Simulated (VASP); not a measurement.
A run of VASP 6.6.1:

Contents of INCAR:

```
SYSTEM = KI
PREC = Accurate ; ENCUT = 520
EDIFF = 1E-6 ; ISMEAR = 0
SIGMA = 0.01 ; LREAL = .FALSE.
LASPH = .TRUE. ; NELM = 60
ALGO = Normal ; ISIF = 2
LWAVE = .FALSE. ; LCHARG = .FALSE.
GGA = PS ; IVDW = 13
NBANDS = 24
```

File KPOINTS:

```
Automatic mesh
0
G
  4 4 2
  0 0 0
```

The input POSCAR:

```
KI
1.0
    2.5126600000     -4.2552270000      0.0000000000
    2.5126600000      4.2552270000      0.0000000000
    0.0000000000      0.0000000000      8.6765890000
K I
2 2
Direct
    0.5000000000      0.5000000000      0.5000000000
    0.5000000000      0.5000000000      0.0000000000
    0.8402300000      0.1597700000      0.2500000000
    0.1597700000      0.8402300000      0.7500000000
```

Potentials or basis: VASP PAW PBE potentials, release 64 (K_sv, I).

Launch:

```sh
$ cat potpaw_PBE.64/K_sv/POTCAR potpaw_PBE.64/I/POTCAR > POTCAR
$ mpirun -np 1 vasp_std > vasp.out
```

Hardware: 1 thread of Intel(R) Xeon(R) Platinum 8375C CPU @ 2.90GHz (Ice Lake), with other jobs on the host.

Problem. Estimate the wall time of this run.

Solution. Wall time 60 s on 1 thread of Intel(R) Xeon(R) Platinum 8375C CPU @ 2.90GHz (Ice Lake), with other jobs on the host, peak memory 0.33 GiB. Counts: scf iterations 14, k points 14.
